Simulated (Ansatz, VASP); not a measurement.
**NaCl in VASP and in Ansatz**

```
Na Cl
1.0
     0.00000    2.71862    2.83781
     2.71862    0.00000    2.83781
     2.71862    2.71862    0.00000
Na Cl
1 1
Direct
  0.00000 0.00000 0.00000
  0.50000 0.50000 0.50000
```

Change from the starting cell: epitaxial_xy strain -3.0%.

Alike in both runs: task single point; functional r2SCAN; k mesh 8 × 8 × 8; no spin polarisation.

|  | VASP | Ansatz |
| --- | --- | --- |
| version | VASP 6.6.1 | Ansatz 0.2.0 |
| potentials or method | VASP PAW PBE potentials, release 64 (Na_pv, Cl) | plane waves, PAW |
| plane-wave cutoff (eV) | 520 | 500 |
| occupations | gaussian, width 0.01 eV | fixed |
| valence electrons in the cell | 14 | 16 |

```tsv
	VASP	Ansatz	Ansatz less VASP
gap on the k mesh at the Fermi level (eV)	6.20	6.17	-0.023
pressure (GPa)	1.4	1.7	+0.27
traceless stress, the component that is largest in VASP (GPa)	-1.62	-1.66	-0.039
```

VASP's potentials were made for PBE, not for r2SCAN. VASP's potentials hold 14 valence electrons a cell and Ansatz's 16, so a difference there can come from the potentials and not from the codes.
